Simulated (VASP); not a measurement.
Crystal: Cs.

```xyz
1
Lattice="-3.0350 3.0350 3.0350 3.0350 -3.0350 3.0350 3.0350 3.0350 -3.0350" Properties=species:S:1:pos:R:3 pbc="T T T"
Cs    0.0000    0.0000    0.0000
```

* Program: VASP 6.6.1
* Task: relaxation of cell and atoms
* Functional: LDA
* Potentials or basis: VASP PAW LDA potentials, release 64 (Cs_sv)
* Cutoff: 500 eV
* k mesh: 5 × 5 × 5
* Occupations: gaussian, width 0.05 eV
* Spin: no spin polarisation

At the start: pressure -0.3 GPa; volume 111.82 Å³/atom.

Task: How do energy, volume and symmetry change on relaxing?

Result: Over 4 steps the energy falls by 18.1 meV/atom and the volume is 95.31 Å³/atom (-14.8 %); space group Im-3m (No. 229, to 0.1 Å) before and after.

The path:
```csv
step,energy change (eV),largest force (eV/Å),pressure (GPa),volume (Å³)
1,0.0000,0.0000,-0.32,111.82
2,-0.0065,0.0000,-0.27,108.27
3,-0.0173,0.0000,-0.08,98.78
4,-0.0181,0.0000,0.01,95.31
```

Final structure:
```
Cs
1.0
    -2.87759    2.87759    2.87759
     2.87759   -2.87759    2.87759
     2.87759    2.87759   -2.87759
Cs
1
Direct
  0.00000 0.00000 0.00000
```
